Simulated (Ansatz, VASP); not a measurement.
## One calculation of Si, two programs

Contents of INCAR:

```
SYSTEM = Si
ALGO = Normal ; EDIFF = 1E-7
ENCUT = 520 ; GGA = CA
ISIF = 2 ; ISMEAR = 0
LASPH = .TRUE. ; LCHARG = .FALSE.
LREAL = .FALSE. ; LWAVE = .FALSE.
NBANDS = 16 ; NELM = 80
PREC = Accurate ; SIGMA = 0.03
```

The input KPOINTS:

```
k-points
0
G
  12 12 6
  0 0 0
```

File POSCAR:

```
Si
1.0
    3.7522730523      0.0000000000      0.0000000000
   -1.8761365262      3.2495637852      0.0000000000
    0.0000000000      0.0000000000      6.4554105591
Si
4
Direct
    0.3333333333      0.6666666667      0.0868883759
    0.6666666667      0.3333333333      0.5868883759
    0.3333333333      0.6666666667      0.4131116241
    0.6666666667      0.3333333333      0.9131116241
```

Input for Ansatz:

```yaml
crystal:
  lattice:
    - [3.7522730523, 0.0, 0.0]
    - [-1.8761365262, 3.2495637852, 0.0]
    - [0.0, 0.0, 6.4554105591]
  atoms:
    - { symbol: Si, position: [0.3333333333, 0.6666666667, 0.0868883759] }
    - { symbol: Si, position: [0.6666666667, 0.3333333333, 0.5868883759] }
    - { symbol: Si, position: [0.3333333333, 0.6666666667, 0.4131116241] }
    - { symbol: Si, position: [0.6666666667, 0.3333333333, 0.9131116241] }
basis:
  ecutwfc: 420
kpoints:
  mp_grid: { grid: [12, 12, 6] }
hamiltonian:
  xc: lda
  pseudopotentials: { kind: paw, azcp: { folder: soft_1 } }
scf:
  occupations: { method: gaussian, width: 0.03 }
output:
  forces: true
  stress: true
  eigenvalues: true
```

Alike in both runs: task single point; functional LDA; k mesh 12 × 12 × 6; occupations gaussian, width 0.03 eV; no spin polarisation.

|  | VASP | Ansatz |
| --- | --- | --- |
| version | VASP 6.6.1 | Ansatz 0.2.0 |
| potentials or method | VASP PAW LDA potentials, release 64 (Si), cutoff 520 eV | scalar-relativistic, plane waves, PAW |
| valence electrons in the cell | 16 | 16 |

Ansatz gave:

```
gap on the k mesh at the Fermi level (eV)                     : none
pressure (GPa)                                                : 1.6
traceless stress, the component that is largest in VASP (GPa) : 11.52
rms of the force components (eV/Å)                            : 2.748
```

Problem. Estimate VASP's values.

Solution. gap on the k mesh at the Fermi level (eV): none; pressure (GPa): 1.6; traceless stress, the component that is largest in VASP (GPa): 11.48; rms of the force components (eV/Å): 2.740.

Ansatz warns that its potentials were made for another functional, while VASP's fit it. LDA's correlation is that of Perdew and Zunger in VASP and of Perdew and Wang (1992) in Ansatz. Atom by atom the forces differ by 0.008 eV/Å (rms over components). A gap of «none» marks a metal or a gap that the smearing closes.
